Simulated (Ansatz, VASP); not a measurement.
**MgGeSe3 in VASP and in Ansatz**

```xyz
10
Lattice="3.4865 2.0129 5.5621 -3.4865 2.0129 5.5621 0.0000 -4.0259 5.5621" Properties=species:S:1:pos:R:3 pbc="T T T"
Mg    0.0000    0.0000   12.5147
Mg    0.0000    0.0000    4.1716
Ge    0.0000    0.0000    8.3432
Ge    0.0000    0.0000    0.0000
Se    2.1880   -0.2361    9.7337
Se   -0.8895    2.0129    9.7337
Se   -1.2985   -1.7768    9.7337
Se   -2.1880    0.2361    6.9526
Se    0.8895   -2.0129    6.9526
Se    1.2985    1.7768    6.9526
```

Alike in both runs: functional PBE; k mesh 4 × 4 × 4; occupations gaussian, width 0.1 eV; no spin polarisation.

Ansatz relaxed the structure, and its values are those at the end. VASP's run is a single point on that final structure, the one shown.

```csv
,VASP,Ansatz
version,VASP 6.6.1,Ansatz 0.2.0
potentials or method,"VASP PAW PBE potentials, release 64 (Mg, Ge_d, Se), cutoff 520 eV","scalar-relativistic, plane waves, PAW"
valence electrons in the cell,68,144
```

|  | VASP | Ansatz | Ansatz less VASP |
| --- | --- | --- | --- |
| gap on the k mesh at the Fermi level (eV) | none | none | - |
| pressure (GPa) | -0.1 | -0.1 | -0.01 |

A gap of «none» marks a metal or a gap that the smearing closes. The functional is the same, so the differences come from potentials, cutoffs and numerics. VASP's potentials hold 68 valence electrons a cell and Ansatz's 144, so a difference there can come from the potentials and not from the codes.
